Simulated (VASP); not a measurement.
Wanted: the native input for a VASP 6.6.1 run.

* Task: single point
* Functional: LDA
* Potentials or basis: VASP PAW LDA potentials, release 64 (Hf_pv, Mo_sv)
* Cutoff: 500 eV
* k mesh: 7 × 7 × 5
* Occupations: fermi-dirac, width 0.05 eV
* Spin: no spin polarisation
* Dipole correction: no
* Further INCAR settings: ALGO = Normal; EDIFF = 1e-06; NBANDS = 19

The structure of HfMo lies in POSCAR:

```
HfMo
1.0
    1.6351079702     -2.4190653609      0.0000000000
    1.6351079702      2.4190653609      0.0000000000
    0.0000000000      0.0000000000      4.3509621239
Hf Mo
1 1
Direct
    0.0000000000      0.0000000000      0.0000000000
    0.5000000000      0.5000000000      0.5000000000
```

These files were run (other wordings do the same):

INCAR

```
SYSTEM = HfMo
PREC = Accurate ; ENCUT = 500
EDIFF = 1E-6 ; ISMEAR = -1
SIGMA = 0.05 ; LREAL = .False.
LASPH = .True. ; NELM = 120
ALGO = Normal ; ISIF = 2
LWAVE = .False. ; LCHARG = .False.
GGA = CA ; NBANDS = 19
GGA_COMPAT = .False.
```

KPOINTS

```
Automatic mesh
0
Gamma
  7 7 5
  0 0 0
```

Potentials or basis: VASP PAW LDA potentials, release 64 (Hf_pv, Mo_sv).

Launch:

```console
$ cat potpaw_LDA.64/Hf_pv/POTCAR potpaw_LDA.64/Mo_sv/POTCAR > POTCAR
$ mpirun -np 1 vasp_std > vasp.out
```

Results of the run:

| Property | Result |
| --- | --- |
| Pressure | 0.2 GPa |
| Band gap on the k mesh | zero (bands 12 and 13 overlap by 2.11 eV) |

Caveat: spin-orbit coupling is left out, which moves the levels of the heavy elements.

It took 18 s on 1 thread of Intel(R) Xeon(R) Platinum 8488C (Sapphire Rapids), with other jobs on the host, peak memory 0.15 GiB.
